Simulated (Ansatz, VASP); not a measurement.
**Hf3SnS8: VASP beside Ansatz**

```
Hf Sn S
1.0
     3.66394    0.00000    0.00000
    -1.83197    3.17306    0.00000
     0.00000    0.00000   27.47231
Hf Sn S
3 1 8
Direct
  0.00000 0.00000 0.25169
  0.00000 0.00000 0.50000
  0.00000 0.00000 0.74831
  0.00000 0.00000 0.00000
  0.33333 0.66667 0.05428
  0.33333 0.66667 0.30414
  0.33333 0.66667 0.55245
  0.33333 0.66667 0.80076
  0.66667 0.33333 0.19924
  0.66667 0.33333 0.44755
  0.66667 0.33333 0.69586
  0.66667 0.33333 0.94572
```

Alike in both runs: task single point; functional PBE; k mesh 12 × 12 × 1; occupations gaussian, width 0.02 eV; no spin polarisation.

|  | VASP | Ansatz |
| --- | --- | --- |
| version | VASP 6.6.1 | Ansatz 0.2.0 |
| potentials or method | VASP PAW PBE potentials, release 64 (Hf_pv, Sn_d, S), cutoff 520 eV | scalar-relativistic, plane waves, PAW |
| valence electrons in the cell | 92 | 140 |

```csv
,VASP,Ansatz,Ansatz less VASP
gap on the k mesh at the Fermi level (eV),1.22,1.20,-0.024
least direct gap on the mesh (eV),1.79,1.80,+0.002
```

VASP's potentials hold 92 valence electrons a cell and Ansatz's 140, so a difference there can come from the potentials and not from the codes.

Neither program's run includes spin-orbit coupling.
